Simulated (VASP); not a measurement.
# Si (Fd-3m) in VASP: single point with LDA

Aim: the single point of Si with LDA.

All numbers are computed with VASP 6.6.1; they aren't measurements. Logs are shortened: lines on timing, memory, paths and dates and some standing lists are left out, and cuts for length are marked.

### Step 1. The cell of the first run

The structure is cubic, space group Fd-3m (No. 227). The conventional cell has a = 5.402 Å, b = 5.402 Å, c = 5.402 Å, α = 90.00°, β = 90.00°, γ = 90.00°. Si (site symmetry -43m) has 4 Si at 2.34 Å within 3.1 Å.

### Step 2. Single point, LDA

INCAR reads:

```
SYSTEM = Si
  ALGO = Normal
  EDIFF = 1E-6
  ENCUT = 520
  ISIF = 2
  ISMEAR = 0
  LASPH = .TRUE.
  LCHARG = .TRUE.
  LELF = .TRUE.
  LREAL = Auto
  LVHAR = .TRUE.
  LWAVE = .FALSE.
  NBANDS = 86
  NELM = 80
  PREC = Accurate
  SIGMA = 0.02
```

KPOINTS reads:

```
k-points
0
G
  3 3 3
  0 0 0
```

POSCAR reads:

```
Si
1.0
    5.4019422852     -5.4019422852      5.4019422852
    5.4019422852      5.4019422852     -5.4019422852
   -5.4019422852      5.4019422852      5.4019422852
Si
32
Direct
    0.0000000000      0.5000000000      0.7500000000
    0.2500000000      0.2500000000      0.7500000000
    0.5000000000      0.0000000000      0.7500000000
    0.7500000000      0.5000000000      0.0000000000
    0.7500000000      0.7500000000      0.7500000000
    0.0000000000      0.2500000000      0.0000000000
    0.2500000000      0.0000000000      0.0000000000
    0.5000000000      0.5000000000      0.2500000000
    0.5000000000      0.7500000000      0.0000000000
    0.7500000000      0.2500000000      0.2500000000
    0.0000000000      0.0000000000      0.2500000000
    0.2500000000      0.5000000000      0.5000000000
    0.2500000000      0.7500000000      0.2500000000
    0.5000000000      0.2500000000      0.5000000000
    0.7500000000      0.0000000000      0.5000000000
    0.0000000000      0.7500000000      0.5000000000
    0.7500000000      0.2500000000      0.5000000000
    0.0000000000      0.0000000000      0.5000000000
    0.2500000000      0.7500000000      0.5000000000
    0.5000000000      0.2500000000      0.7500000000
    0.5000000000      0.5000000000      0.5000000000
    0.7500000000      0.0000000000      0.7500000000
    0.0000000000      0.7500000000      0.7500000000
    0.2500000000      0.2500000000      0.0000000000
    0.2500000000      0.5000000000      0.7500000000
    0.5000000000      0.0000000000      0.0000000000
    0.7500000000      0.7500000000      0.0000000000
    0.0000000000      0.2500000000      0.2500000000
    0.0000000000      0.5000000000      0.0000000000
    0.2500000000      0.0000000000      0.2500000000
    0.5000000000      0.7500000000      0.2500000000
    0.7500000000      0.5000000000      0.2500000000
```

Potentials or basis: VASP PAW LDA potentials, release 64 (Si).

Started as:

```bash
$ cat potpaw_LDA.64/Si/POTCAR > POTCAR
$ mpirun -np 1 vasp_std > vasp.out
```

OUTCAR:

```text
SYSTEM = Si
   EDIFF = 1E-6
   ENCUT = 520
   ISIF = 2
   ISMEAR = 0
   LASPH = .TRUE.
   LREAL = Auto
   NELM = 80
   PREC = Accurate

 ion  position               nearest neighbor table
   1  0.000  0.500  0.750-  17 2.34  23 2.34  25 2.34  29 2.34
   2  0.250  0.250  0.750-  18 2.34  20 2.34  24 2.34  25 2.34
   3  0.500  0.000  0.750-  19 2.34  20 2.34  22 2.34  26 2.34
   4  0.750  0.500  0.000-  20 2.34  27 2.34  29 2.34  32 2.34
   5  0.750  0.750  0.750-  21 2.34  22 2.34  23 2.34  27 2.34
   6  0.000  0.250  0.000-  22 2.34  24 2.34  28 2.34  29 2.34
[... 24 lines left out ...]
  31  0.500  0.750  0.250-   8 2.34   9 2.34  13 2.34  15 2.34
  32  0.750  0.500  0.250-   4 2.34   8 2.34  10 2.34  16 2.34

  LATTYP: Found a body centered cubic cell.
 ALAT       =    10.8038845704

  Lattice vectors:

 A1 = (   5.4019422852,  -5.4019422852,   5.4019422852)
 A2 = (   5.4019422852,   5.4019422852,  -5.4019422852)
 A3 = (  -5.4019422852,   5.4019422852,   5.4019422852)

Analysis of symmetry for initial positions (statically):
=====================================================================
 Subroutine PRICEL returns following result:

  LATTYP: Found a face centered cubic cell.
 ALAT       =     5.4019422852

  Lattice vectors:

 A1 = (   0.0000000000,   2.7009711426,  -2.7009711426)
 A2 = (  -2.7009711426,   0.0000000000,  -2.7009711426)
 A3 = (  -2.7009711426,   2.7009711426,  -0.0000000000)

  16 primitive cells build up your supercell.

 Routine SETGRP: Setting up the symmetry group for a
 body centered cubic supercell.

 Subroutine GETGRP returns: Found 48 space group operations
 (whereof 24 operations were pure point group operations)
 out of a pool of 48 trial point group operations.

The static configuration has the point symmetry T_d .
 The point group associated with its full space group is O_h .

Analysis of symmetry for dynamics (positions and initial velocities):
=====================================================================
 Subroutine PRICEL returns following result:

  LATTYP: Found a face centered cubic cell.
 ALAT       =     5.4019422852

  Lattice vectors:

 A1 = (   0.0000000000,   2.7009711426,  -2.7009711426)
 A2 = (  -2.7009711426,   0.0000000000,  -2.7009711426)
 A3 = (  -2.7009711426,   2.7009711426,  -0.0000000000)

  16 primitive cells build up your supercell.

 Routine SETGRP: Setting up the symmetry group for a
 body centered cubic supercell.

 Subroutine GETGRP returns: Found 48 space group operations
 (whereof 24 operations were pure point group operations)
 out of a pool of 48 trial point group operations.

The dynamic configuration has the point symmetry T_d .
 The point group associated with its full space group is O_h .

 Subroutine INISYM returns: Found 48 space group operations
 (whereof 24 operations are pure point group operations),
 and found    16 'primitive' translations

----------------------------------------------------------------------------------------

                                     Primitive cell

  volume of cell :      39.4085

  direct lattice vectors                    reciprocal lattice vectors
     0.000000000  2.700971143 -2.700971143     0.185118601  0.185118601 -0.185118601
    -2.700971143  0.000000000 -2.700971143    -0.185118601 -0.185118601 -0.185118601
    -2.700971143  2.700971143 -0.000000000    -0.185118601  0.185118601  0.185118601

  length of vectors
     3.819750021  3.819750021  3.819750021     0.320634823  0.320634823  0.320634823

  position of ions in fractional coordinates (direct lattice)
     0.750000000  0.750000000  0.750000000
     0.500000000  0.500000000  0.500000000

  ion indices of the primitive-cell ions
   primitive index   ion index
                 1           1
                 2          25

----------------------------------------------------------------------------------------

 KPOINTS: k-points

Automatic generation of k-mesh.
 Grid dimensions read from file:
 generate k-points for:    3    3    3

 Generating k-lattice:

  Cartesian coordinates                     Fractional coordinates (reciprocal lattice)
     0.030853100  0.000000000  0.030853100     0.333333333  0.000000000  0.000000000
     0.030853100  0.030853100  0.000000000     0.000000000  0.333333333  0.000000000
     0.000000000  0.030853100  0.030853100     0.000000000  0.000000000  0.333333333

  Length of vectors
     0.043632873  0.043632873  0.043632873

  Shift w.r.t. Gamma in fractional coordinates (k-lattice)
     0.000000000  0.000000000  0.000000000

 Subroutine IBZKPT returns following result:
 ===========================================

 Found      4 irreducible k-points:

 Following reciprocal coordinates:
            Coordinates               Weight
  0.000000  0.000000  0.000000      1.000000
  0.333333  0.000000  0.000000     12.000000
  0.333333  0.333333  0.000000      8.000000
 -0.333333  0.333333  0.333333      6.000000
   k-points           NKPTS =      4   k-points in BZ     NKDIM =      4   number of bands    NBANDS=     86
   number of dos      NEDOS =    301   number of ions     NIONS =     32
   total plane-waves  NPLWV = 343000
   dimension x,y,z NGX =    70 NGY =   70 NGZ =   70
   dimension x,y,z NGXF=   140 NGYF=  140 NGZF=  140
   ions per type =              32
   NGX,Y,Z   is equivalent  to a cutoff of  12.44, 12.44, 12.44 a.u.
   NGXF,Y,Z  is equivalent  to a cutoff of  24.88, 24.88, 24.88 a.u.
 SYSTEM =  Si
   PREC   = accura    normal or accurate (medium, high low for compatibility)
   ISTART =      0    job   : 0-new  1-cont  2-samecut
   ICHARG =      2    charge: 1-file 2-atom 10-const
   ISPIN  =      1    spin polarized calculation?
   LNONCOLLINEAR =      F non collinear calculations
   LSORBIT =      F    spin-orbit coupling
   LASPH  =      T    aspherical Exc in radial PAW
   ENCUT  =  520.0 eV  38.22 Ry    6.18 a.u.  17.40 17.40 17.40*2*pi/ulx,y,z
   NELM   =     80;   NELMIN=  2; NELMDL= -5     # of ELM steps
   EDIFF  = 0.1E-05   stopping-criterion for ELM
   LREAL  =      T    real-space projection
   EDIFFG = 0.1E-04   stopping-criterion for IOM
   NSW    =      0    number of steps for IOM
   IBRION =     -1    ionic relax: 0-MD 1-quasi-New 2-CG
   NFREE  =      0    steps in history (QN), initial steepest desc. (CG)
   ISIF   =      2    stress and relaxation
   ISYM   =      2    0-nonsym 1-usesym 2-fastsym
   POTIM  = 0.5000    time-step for ionic-motion
   TEBEG  =    0.0;   TEEND  =   0.0 temperature during run
   PSTRESS=    0.0 pullay stress
   NELECT =     128.0000    total number of electrons
   NUPDOWN=      -1.0000    fix difference up-down
   EMIN   =  10.00;   EMAX   =-10.00  energy-range for DOS
   EFERMI =   0.00;   METHOD = LEGACY
   ISMEAR =     0;   SIGMA  =   0.02  broadening in eV -4-tet -1-fermi 0-gaus
   EFERMI_NEDOS =   21; number of points for ismear=-14 and -15
   IALGO  =     38    algorithm
   IMIX   =      4    mixing-type and parameters
     AMIX     =   0.40;   BMIX     =  1.00
     AMIX_MAG =   1.60;   BMIX_MAG =  1.00
  volume/ion in A,a.u.               =      19.70       132.97
  Fermi-wavevector in a.u.,A,eV,Ry     =   0.962147  1.818195 12.595285  0.925727
  Thomas-Fermi vector in A             =   2.091581
   LORBIT       =      0    0 simple, 1 ext, 2 COOP (PROOUT), +10 PAW based schemes
   GGA     = CA    functional components
   LHFCALC =     F    Hartree Fock is set to
   AEXX    =    0.0000 exact exchange contribution
   IVDW    =     0    specifies the selected vdW correction
   LEPSILON=     F    determine dielectric tensor
   LRPA    =     F    only Hartree local field effects (RPA)
 non-spin polarized calculation
 Gauss-broadening in eV      SIGMA  =   0.02
  energy-cutoff  :      520.00
  volume of cell :      630.54
 maximum number of plane-waves:     17007
 NGX is ok and might be reduce to    70
   NGX = 35   NGY = 35   NGZ = 35

 number of electron     127.9999985 magnetization

 Free energy of the ion-electron system (eV)
  ---------------------------------------------------
  ext. energy  EPLUGINS =         0.00000000
  ---------------------------------------------------
  free energy    TOTEN  =      -190.72734470 eV

  energy without entropy =     -190.72734470  energy(sigma->0) =     -190.72734470

 E-fermi :   6.0243     XC(G=0):  -9.6658

 val. band max:        5.9332120232   @ k =   0.0000   0.0000   0.0000
 cond. band min:       6.5072682398   @ k =   0.0000   0.0000   0.0000
 fundamental gap:      0.5740562165
 Fermi energy:         6.0243352819

 k-point     1 :       0.0000    0.0000    0.0000
  band No.  band energies     occupation
      1      -6.1337      2.00000
      2      -4.0575      2.00000
      3      -4.0575      2.00000
      4      -4.0575      2.00000
      5      -4.0575      2.00000
      6      -4.0575      2.00000
[... 68 lines left out ...]
     75       8.3087      0.00000
     76       8.3087      0.00000

 k-point     2 :       0.3333    0.0000    0.0000
  band No.  band energies     occupation
      1      -5.8883      2.00000
      2      -5.1703      2.00000
      3      -4.4956      2.00000
      4      -4.4956      2.00000
      5      -4.4956      2.00000
      6      -4.4956      2.00000
[... 68 lines left out ...]
     75       8.4792      0.00000
     76       8.5392      0.00000

 k-point     3 :       0.3333    0.3333    0.0000
  band No.  band energies     occupation
      1      -5.4069      2.00000
      2      -5.4069      2.00000
      3      -5.4069      2.00000
      4      -4.7349      2.00000
      5      -4.0087      2.00000
      6      -4.0087      2.00000
[... 68 lines left out ...]
     75       7.8888      0.00000
     76       7.8888      0.00000

 k-point     4 :      -0.3333    0.3333    0.3333
  band No.  band energies     occupation
      1      -5.6428      2.00000
      2      -4.9242      2.00000
      3      -4.9242      2.00000
      4      -4.9242      2.00000
      5      -4.9242      2.00000
      6      -4.2028      2.00000
[... 68 lines left out ...]
     75       7.9655      0.00000
     76       8.5940      0.00000
 [bands above 76 left out]

------------------------ aborting loop because EDIFF is reached ----------------------------------------

  FORCE on cell =-STRESS in cart. coord.  units (eV):
  Direction    XX          YY          ZZ          XY          YZ          ZX
  --------------------------------------------------------------------------------------
  -------------------------------------------------------------------------------------
  Total        0.2213053      0.2213053      0.2213053      0.0000000      0.0000000      0.0000000
  in kB        0.5623316      0.5623316      0.5623316      0.0000000      0.0000000      0.0000000
  external PRESSURE =       0.5623316 kB  Pullay stress =       0.0000000 kB

 VOLUME and BASIS-vectors are now :
 -----------------------------------------------------------------------------
  energy-cutoff  :      520.00
  volume of cell :      630.54
      direct lattice vectors                 reciprocal lattice vectors
     5.401942285 -5.401942285  5.401942285     0.092559301  0.000000000  0.092559301
     5.401942285  5.401942285 -5.401942285     0.092559301  0.092559301  0.000000000
    -5.401942285  5.401942285  5.401942285     0.000000000  0.092559301  0.092559301

 POSITION                                       TOTAL-FORCE (eV/Angst)
 -----------------------------------------------------------------------------------
     -1.35049      6.75243      1.35049        -0.000000      0.000000      0.000000
     -1.35049      4.05146      4.05146        -0.000000      0.000000      0.000000
     -1.35049      1.35049      6.75243        -0.000000      0.000000      0.000000
      6.75243     -1.35049      1.35049        -0.000000      0.000000      0.000000
      4.05146      4.05146      4.05146        -0.000000      0.000000      0.000000
      1.35049      1.35049     -1.35049        -0.000000      0.000000      0.000000
[... 24 lines left out ...]
      5.40194      2.70097      0.00000         0.000000     -0.000000     -0.000000
      5.40194      0.00000      2.70097        -0.000000     -0.000000     -0.000000
 -----------------------------------------------------------------------------------
    total drift:                               -0.000000     -0.000000      0.000000

  FREE ENERGIE OF THE ION-ELECTRON SYSTEM (eV)
  ---------------------------------------------------
  free  energy   TOTEN  =      -190.7273447016 eV

  energy  without entropy=     -190.7273447016  energy(sigma->0) =     -190.72734470
```

Run time: 3.4 min. Hardware: 1 thread of Intel Xeon 6975P-C (Granite Rapids), shared host; peak memory 0.54 GiB.

What came out:

```
Free energy            : -190.7273 eV
Pressure               : 0.1 GPa
Band gap on the k mesh : 0.57 eV
```

Levels at points of the mesh, in eV from the valence-band top:
```
           k point  band 60  band 61  band 62  band 63  band 64  band 65  band 66  band 67  band 68  band 69
(0.00, 0.00, 0.00)    -1.34    -1.34     0.00     0.00     0.00     0.57     0.57     0.57     0.57     0.57
```

Caveat: semilocal functionals underestimate gaps, and a narrow one can read as zero; an odd mesh through Γ misses points on the zone boundary, where band edges can lie.
